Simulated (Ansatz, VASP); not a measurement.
C: VASP beside Ansatz

```xyz
2
Lattice="0.0000 1.7658 1.7658 1.7658 0.0000 1.7658 1.7658 1.7658 0.0000" Properties=species:S:1:pos:R:3 pbc="T T T"
C     0.0000    0.0000    0.0000
C     0.8829    0.8829    0.8829
```

Alike in both runs: functional LDA; k mesh 10 × 10 × 10; occupations gaussian, width 0.1 eV; no spin polarisation.

Ansatz relaxed the structure, and its values are those at the end. VASP's run is a single point on that final structure, the one shown.

|  | VASP | Ansatz |
| --- | --- | --- |
| version | VASP 6.6.1 | Ansatz 0.2.0 |
| potentials or method | VASP PAW LDA potentials, release 64 (C), cutoff 600 eV | scalar-relativistic, plane waves, PAW |
| valence electrons in the cell | 8 | 8 |

VASP gave:

* gap on the k mesh at the Fermi level (eV): 4.20
* least direct gap on the mesh (eV): 5.63
* pressure (GPa): 0.9

Question: Estimate Ansatz's values.

Answer: gap on the k mesh at the Fermi level (eV): 4.21; least direct gap on the mesh (eV): 5.62; pressure (GPa): -0.1.

Ansatz warns that its potentials were made for another functional, while VASP's fit it. LDA's correlation is that of Perdew and Zunger in VASP and of Perdew and Wang (1992) in Ansatz.
